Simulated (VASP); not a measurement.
Runs of VASP 6.6.1 on AgCl. The structure is that of space group P4/mmm (No. 123), or close to it. The cells are those of the table. 

| cell | gap on the mesh (eV) | pressure (GPa) |
| --- | --- | --- |
| a = 3.434, b = 3.434, c = 3.048 Å, 2 atoms | 0.09 | 2.2 |
| a = 3.434, b = 3.434, c = 3.885 Å, 2 atoms | 0.23 | (b) |
| a = 3.434, b = 3.434, c = 2.919 Å, 2 atoms | none | 6.4 |
| a = 3.434, b = 3.434, c = 3.176 Å, 2 atoms | 0.26 | (a) |
| a = 3.434, b = 3.434, c = 3.692 Å, 2 atoms | 0.32 | -6.8 |

Alike in all rows: task single point; level PBEsol; potentials or basis VASP PAW PBE potentials, release 64 (Ag, Cl); no spin polarisation; k mesh 10 × 10 × 10; cutoff (eV) 520; smearing gaussian 0.05 eV.

**Question.** Estimate the missing entries.

**Answer.** (a) -0.8; (b) -7.8.

Caveats: semilocal functionals underestimate gaps, and a narrow one can read as zero; the PAW data sets were made with another functional, which shifts forces and pressure a little; the cell stands under tension (at least some runs); the stress differs along the axes, from -1 to 8 GPa (at least some runs); the stress differs along the axes, from 1 to 16 GPa (at least some runs).

A k mesh can miss the band edges, and the runs leave out spin-orbit coupling on Ag.

A gap of «none» marks levels without a gap at the run's occupations.
